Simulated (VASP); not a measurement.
# TiO2 (P4_2/mnm) in VASP: a series of runs

TiO2 is run at these levels: LDA; tasks: single point, relaxation of cell and atoms.

All numbers are computed with VASP 6.6.1; they aren't measurements. Logs are shortened: lines on timing, memory, paths and dates and some standing lists are left out, and cuts for length are marked.

### 1 The cell of the first run

Symmetry: P4_2/mnm, No. 136, tetragonal system. The conventional cell has a = 4.525 Å, b = 4.525 Å, c = 2.902 Å, α = 90.00°, β = 90.00°, γ = 90.00°. Ti (site symmetry mmm) has 6 O at 1.92 to 1.94 Å within 2.5 Å. Within 2.5 Å of O (site symmetry m2m) lie 3 Ti at 1.92 to 1.94 Å.

### 2 Single point, LDA (volume scaled by 0.985, then relaxed in part)

The input, INCAR:

```
ALGO = Normal
EDIFF = 1E-6
ENCUT = 520
GGA = CA
ISIF = 2
ISMEAR = 0
LASPH = T
LCHARG = F
LREAL = F
LWAVE = F
NBANDS = 33
NELM = 100
PREC = Accurate
SIGMA = 0.01
```

The input, KPOINTS:

```
k-points
0
Gamma
  4 4 6
```

The input, POSCAR:

```
TiO2
1.0
    4.5253159071      0.0000000000      0.0000000000
    0.0000000000      4.5253159071      0.0000000000
    0.0000000000      0.0000000000      2.9024602722
Ti O
2 4
Direct
    0.0000000000      0.0000000000      0.0000000000
    0.5000000000      0.5000000000      0.5000000000
    0.3034521062      0.3034521062      0.0000000000
    0.1965478938      0.8034521062      0.5000000000
    0.6965478938      0.6965478938      0.0000000000
    0.8034521062      0.1965478938      0.5000000000
```

Potentials or basis: VASP PAW LDA potentials, release 64 (Ti_sv, O).

Command:

```console
cat potpaw_LDA.64/Ti_sv/POTCAR potpaw_LDA.64/O/POTCAR > POTCAR
mpirun -np 1 vasp_std > vasp.out
```

OUTCAR:

```text
EDIFF = 1E-6
   ENCUT = 520
   GGA = CA
   ISIF = 2
   ISMEAR = 0
   LASPH = T
   LREAL = F
   NELM = 100
   PREC = Accurate

 ion  position               nearest neighbor table
   1  0.000  0.000  0.000-   4 1.92   6 1.92   4 1.92   6 1.92   5 1.94   3 1.94
   2  0.500  0.500  0.500-   3 1.92   5 1.92   3 1.92   5 1.92   4 1.94   6 1.94
   3  0.303  0.303  0.000-   2 1.92   2 1.92   1 1.94
   4  0.197  0.803  0.500-   1 1.92   1 1.92   2 1.94
   5  0.697  0.697  0.000-   2 1.92   2 1.92   1 1.94
   6  0.803  0.197  0.500-   1 1.92   1 1.92   2 1.94

  LATTYP: Found a simple tetragonal cell.
 ALAT       =     4.5253159071
 C/A-ratio  =     0.6413829071

  Lattice vectors:

 A1 = (   4.5253159071,   0.0000000000,   0.0000000000)
 A2 = (   0.0000000000,   4.5253159071,   0.0000000000)
 A3 = (   0.0000000000,   0.0000000000,   2.9024602722)

Analysis of symmetry for initial positions (statically):
=====================================================================
 Subroutine PRICEL returns:
 Original cell was already a primitive cell.

 Routine SETGRP: Setting up the symmetry group for a
 simple tetragonal supercell.

 Subroutine GETGRP returns: Found 16 space group operations
 (whereof  8 operations were pure point group operations)
 out of a pool of 16 trial point group operations.

The static configuration has the point symmetry D_2h.
 The point group associated with its full space group is D_4h.

Analysis of symmetry for dynamics (positions and initial velocities):
=====================================================================
 Subroutine PRICEL returns:
 Original cell was already a primitive cell.

 Routine SETGRP: Setting up the symmetry group for a
 simple tetragonal supercell.

 Subroutine GETGRP returns: Found 16 space group operations
 (whereof  8 operations were pure point group operations)
 out of a pool of 16 trial point group operations.

The dynamic configuration has the point symmetry D_2h.
 The point group associated with its full space group is D_4h.

 Subroutine INISYM returns: Found 16 space group operations
 (whereof  8 operations are pure point group operations),
 and found     1 'primitive' translations

[... 100 lines left out ...]
   NELM   =    100;   NELMIN=  2; NELMDL= -5     # of ELM steps
   EDIFF  = 0.1E-05   stopping-criterion for ELM
   LREAL  =      F    real-space projection
   EDIFFG = 0.1E-04   stopping-criterion for IOM
   NSW    =      0    number of steps for IOM
   IBRION =     -1    ionic relax: 0-MD 1-quasi-New 2-CG
   NFREE  =      0    steps in history (QN), initial steepest desc. (CG)
   ISIF   =      2    stress and relaxation
   ISYM   =      2    0-nonsym 1-usesym 2-fastsym
   POTIM  = 0.5000    time-step for ionic-motion
   TEBEG  =    0.0;   TEEND  =   0.0 temperature during run
   PSTRESS=    0.0 pullay stress
   NELECT =      48.0000    total number of electrons
   NUPDOWN=      -1.0000    fix difference up-down
   EMIN   =  10.00;   EMAX   =-10.00  energy-range for DOS
   EFERMI =   0.00;   METHOD = LEGACY
   ISMEAR =     0;   SIGMA  =   0.01  broadening in eV -4-tet -1-fermi 0-gaus
   EFERMI_NEDOS =   21; number of points for ismear=-14 and -15
   IALGO  =     38    algorithm
   IMIX   =      4    mixing-type and parameters
     AMIX     =   0.40;   BMIX     =  1.00
     AMIX_MAG =   1.60;   BMIX_MAG =  1.00
  volume/ion in A,a.u.               =       9.91        66.85
  Fermi-wavevector in a.u.,A,eV,Ry     =   1.524523  2.880930 31.622243  2.324169
  Thomas-Fermi vector in A             =   2.632818
   LORBIT       =      0    0 simple, 1 ext, 2 COOP (PROOUT), +10 PAW based schemes
   GGA     = CA    functional components
   LHFCALC =     F    Hartree Fock is set to
   AEXX    =    0.0000 exact exchange contribution
   IVDW    =     0    specifies the selected vdW correction
   LEPSILON=     F    determine dielectric tensor
   LRPA    =     F    only Hartree local field effects (RPA)
 non-spin polarized calculation
 Gauss-broadening in eV      SIGMA  =   0.01
  energy-cutoff  :      520.00
  volume of cell :       59.44
 maximum number of plane-waves:      1634
 NGX is ok and might be reduce to    36
   NGX = 17   NGY = 17   NGZ = 11

 number of electron      47.9999999 magnetization

 Free energy of the ion-electron system (eV)
  ---------------------------------------------------
  ext. energy  EPLUGINS =         0.00000000
  ---------------------------------------------------
  free energy    TOTEN  =       -58.75678609 eV

  energy without entropy =      -58.75678609  energy(sigma->0) =      -58.75678609

 E-fermi :   5.2170     XC(G=0): -12.2538

 val. band max:        5.0940368541   @ k =   0.0000   0.0000   0.0000
 cond. band min:       6.9359852031   @ k =   0.0000   0.0000   0.0000
 fundamental gap:      1.8419483490
 Fermi energy:         5.2169972980

 k-point     1 :       0.0000    0.0000    0.0000
  band No.  band energies     occupation
      1     -50.9476      2.00000
      2     -50.9235      2.00000
      3     -27.7120      2.00000
      4     -27.7120      2.00000
      5     -27.5034      2.00000
      6     -27.5034      2.00000
[... 853 lines left out ...]
     32      11.4556      0.00000
     33      11.5864      0.00000

------------------------ aborting loop because EDIFF is reached ----------------------------------------

  FORCE on cell =-STRESS in cart. coord.  units (eV):
  Direction    XX          YY          ZZ          XY          YZ          ZX
  --------------------------------------------------------------------------------------
  -------------------------------------------------------------------------------------
  Total        1.7688848      1.7688848      2.3076417     -0.0000000      0.0000000      0.0000000
  in kB       47.6810762     47.6810762     62.2035060     -0.0000000      0.0000000      0.0000000
  external PRESSURE =      52.5218861 kB  Pullay stress =       0.0000000 kB

 VOLUME and BASIS-vectors are now :
 -----------------------------------------------------------------------------
  energy-cutoff  :      520.00
  volume of cell :       59.44
      direct lattice vectors                 reciprocal lattice vectors
     4.525315907  0.000000000  0.000000000     0.220979048  0.000000000  0.000000000
     0.000000000  4.525315907  0.000000000     0.000000000  0.220979048  0.000000000
     0.000000000  0.000000000  2.902460272     0.000000000  0.000000000  0.344535293

 POSITION                                       TOTAL-FORCE (eV/Angst)
 -----------------------------------------------------------------------------------
      0.00000      0.00000      0.00000         0.000000      0.000000      0.000000
      2.26266      2.26266      1.45123         0.000000      0.000000      0.000000
      1.37322      1.37322      0.00000        -0.026667     -0.026667     -0.000000
      0.88944      3.63587      1.45123         0.026667     -0.026667      0.000000
      3.15210      3.15210      0.00000         0.026667      0.026667      0.000000
      3.63587      0.88944      1.45123        -0.026667      0.026667      0.000000
 -----------------------------------------------------------------------------------
    total drift:                                0.000000      0.000000     -0.000000

  FREE ENERGIE OF THE ION-ELECTRON SYSTEM (eV)
  ---------------------------------------------------
  free  energy   TOTEN  =       -58.7567860851 eV

  energy  without entropy=      -58.7567860851  energy(sigma->0) =      -58.75678609
```

OSZICAR:

```text
N       E                     dE             d eps       ncg     rms          rms(c)
DAV:   1     0.640879936234E+03    0.64088E+03   -0.24490E+04  1584   0.173E+03
DAV:   2     0.182621439194E+02   -0.62262E+03   -0.57801E+03  1698   0.514E+02
DAV:   3    -0.708229439820E+02   -0.89085E+02   -0.87173E+02  2192   0.186E+02
DAV:   4    -0.752305217003E+02   -0.44076E+01   -0.43966E+01  2254   0.393E+01
DAV:   5    -0.753855858473E+02   -0.15506E+00   -0.15505E+00  2126   0.608E+00    0.326E+01
DAV:   6    -0.592015409623E+02    0.16184E+02   -0.70562E+01  2086   0.892E+01    0.109E+01
DAV:   7    -0.590384897453E+02    0.16305E+00   -0.12305E+01  1973   0.318E+01    0.974E+00
DAV:   8    -0.587934539536E+02    0.24504E+00   -0.62267E-01  1961   0.798E+00    0.554E+00
DAV:   9    -0.588094617189E+02   -0.16008E-01   -0.54281E-01  2163   0.762E+00    0.230E+00
DAV:  10    -0.587672831624E+02    0.42179E-01   -0.24768E-01  2001   0.612E+00    0.896E-01
DAV:  11    -0.587568611450E+02    0.10422E-01   -0.31776E-02  2066   0.118E+00    0.115E-01
DAV:  12    -0.587569205666E+02   -0.59422E-04   -0.19897E-03  1846   0.283E-01    0.133E-01
DAV:  13    -0.587568138351E+02    0.10673E-03   -0.45086E-04  2042   0.275E-01    0.465E-02
DAV:  14    -0.587567884275E+02    0.25408E-04   -0.19051E-04  2202   0.957E-02    0.131E-02
DAV:  15    -0.587567863219E+02    0.21056E-05   -0.21669E-05  1953   0.520E-02    0.134E-02
DAV:  16    -0.587567860851E+02    0.23684E-06   -0.35552E-06  1551   0.231E-02
   1 F= -.58756786E+02 E0= -.58756786E+02  d E =-.127937E-69
```

Wall time 40 s (1 thread of AMD EPYC 9R14 (Zen 4), shared host); peak memory 0.14 GiB.

Results:

| Item | Value |
| --- | --- |
| Free energy | -58.7568 eV |
| Pressure | 5.3 GPa |
| Largest force | 0.038 eV/Å |
| Band gap on the k mesh | 1.84 eV, direct |

Forces in eV/Å, atoms in the order of the input:
```
Ti   0.000  0.000  0.000
Ti   0.000  0.000  0.000
O   -0.027 -0.027  0.000
O    0.027 -0.027  0.000
O    0.027  0.027  0.000
O   -0.027  0.027  0.000
```

Stress tensor (GPa, compression positive):
```
4.77 0.00 0.00
0.00 4.77 0.00
0.00 0.00 6.22
```

Caveat: the cell differs from its parent crystal (volume scaled by 0.985, then relaxed in part). A k mesh can miss the band edges.

### 3 Relaxation of cell and atoms, LDA

This run uses another cell than the first one, of 10.39 Å³/atom, 1.049 times its volume.

The input, INCAR:

```
  ALGO = Normal
  EDIFF = 1E-7
  EDIFFG = -0.002
  ENCUT = 600
  GGA = CA
  IBRION = 2
  ISIF = 3
  ISMEAR = -1
  LASPH = True
  LCHARG = False
  LREAL = False
  LWAVE = False
  NELM = 60
  NSW = 100
  PREC = Accurate
  SIGMA = 0.08
```

The input, KPOINTS:

```
k-points
0
Gamma
  8 8 10
```

The input, POSCAR:

```
TiO2
1.0
    4.5922000000      0.0000000000      0.0000000000
    0.0000000000      4.5922000000      0.0000000000
    0.0000000000      0.0000000000      2.9574000000
Ti O
2 4
Direct
    0.0000000000      0.0000000000      0.0000000000
    0.5000000000      0.5000000000      0.5000000000
    0.3049600000      0.3049600000      0.0000000000
    0.1950400000      0.8049600000      0.5000000000
    0.6950400000      0.6950400000      0.0000000000
    0.8049600000      0.1950400000      0.5000000000
```

Potentials or basis: VASP PAW LDA potentials, release 64 (Ti_sv, O).

Command:

```console
cat potpaw_LDA.64/Ti_sv/POTCAR potpaw_LDA.64/O/POTCAR > POTCAR
mpirun -np 1 vasp_std > vasp.out
```

Run time: 8.4 min. Hardware: 1 thread of Intel Xeon 6975P-C (Granite Rapids), shared host; peak memory 0.29 GiB.

It converged, with:

| Item | Value |
| --- | --- |
| Free energy | -58.7940 eV |
| Relaxed volume | 10.09 Å³/atom |
| Relaxed cell | a = 4.552 Å, b = 4.552 Å, c = 2.922 Å, α = 90.00°, β = 90.00°, γ = 90.00° |
| Space group after relaxing (to 0.05 Å) | P4_2/mnm (No. 136) |
| Energy gained by relaxing | 7.1 meV/atom |
| Ionic steps | 12 |
| Pressure after relaxing | 0.0 GPa |
| Band gap on the k mesh | 1.82 eV, direct |

Step by step:
```csv
step,energy change (eV),largest force (eV/Å),pressure (GPa),volume (Å³)
1,0.0000,0.0013,-7.04,62.37
2,0.0411,0.3943,11.27,58.33
3,-0.0402,0.1498,-0.09,60.66
4,-0.0402,0.1530,0.05,60.62
5,-0.0424,0.0151,0.09,60.53
6,-0.0424,0.0019,0.07,60.52
7,-0.0424,0.0014,0.09,60.52
8,-0.0424,0.0052,-0.09,60.56
9,-0.0424,0.0032,-0.01,60.54
10,-0.0424,0.0030,0.01,60.54
11,-0.0424,0.0031,0.01,60.54
12,-0.0424,0.0005,0.00,60.54
```

Final structure:
```
Ti O
1.0
     4.55208    0.00000    0.00000
     0.00000    4.55208    0.00000
     0.00000    0.00000    2.92177
Ti O
2 4
Direct
  0.00000 0.00000 0.00000
  0.50000 0.50000 0.50000
  0.30384 0.30384 0.00000
  0.19616 0.80384 0.50000
  0.69616 0.69616 0.00000
  0.80384 0.19616 0.50000
```

Levels at points of the mesh, in eV from the valence-band top:
| k point | band 22 | band 23 | band 24 | band 25 | band 26 | band 27 |
| --- | --- | --- | --- | --- | --- | --- |
| (0.00, 0.00, 0.00) | -0.48 | -0.48 | 0.00 | 1.82 | 2.10 | 2.40 |
| (0.50, 0.00, 0.00) | -1.70 | -0.79 | -0.79 | 2.53 | 2.53 | 3.09 |
| (0.50, 0.50, 0.00) | -1.32 | -1.11 | -1.11 | 1.86 | 1.86 | 2.54 |
| (0.00, 0.00, 0.50) | -2.57 | -1.47 | -1.47 | 3.04 | 3.04 | 3.27 |
| (0.50, 0.00, 0.50) | -2.15 | -1.10 | -1.10 | 1.86 | 1.86 | 3.29 |
| (0.50, 0.50, 0.50) | -1.39 | -0.68 | -0.68 | 2.61 | 2.61 | 3.23 |

A k mesh can miss the band edges. LDA usually gives volumes a few per cent too small.
